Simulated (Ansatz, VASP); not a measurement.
**Two plane-wave programs on K2Ge**

```
K Ge
1.0
    -2.09880    2.09880    5.09151
     2.09880   -2.09880    5.09151
     2.09880    2.09880   -5.09151
K Ge
2 1
Direct
  0.66515 0.66515 0.00000
  0.33485 0.33485 0.00000
  0.00000 0.00000 0.00000
```

Change from the starting cell: species swapped into the YAu2 type (I4/mmm, No. 139).

Alike in both runs: task single point; functional PBE; k mesh 6 × 6 × 6; occupations gaussian, width 0.1 eV; no spin polarisation.

|  | VASP | Ansatz |
| --- | --- | --- |
| version | VASP 6.6.1 | Ansatz 0.2.0 |
| potentials or method | VASP PAW PBE potentials, release 64 (K_sv, Ge_d), cutoff 520 eV | scalar-relativistic, plane waves, PAW |
| valence electrons in the cell | 32 | 32 |

```tsv
	VASP	Ansatz	Ansatz less VASP
gap on the k mesh at the Fermi level (eV)	none	none	-
pressure (GPa)	4.1	4.1	-0.03
traceless stress, the component that is largest in VASP (GPa)	2.25	2.24	-0.008
rms of the force components (eV/Å)	0.119	0.119	+0.0001
```

Atom by atom the forces differ by 0.000 eV/Å (rms over components). A gap of «none» marks a metal or a gap that the smearing closes.
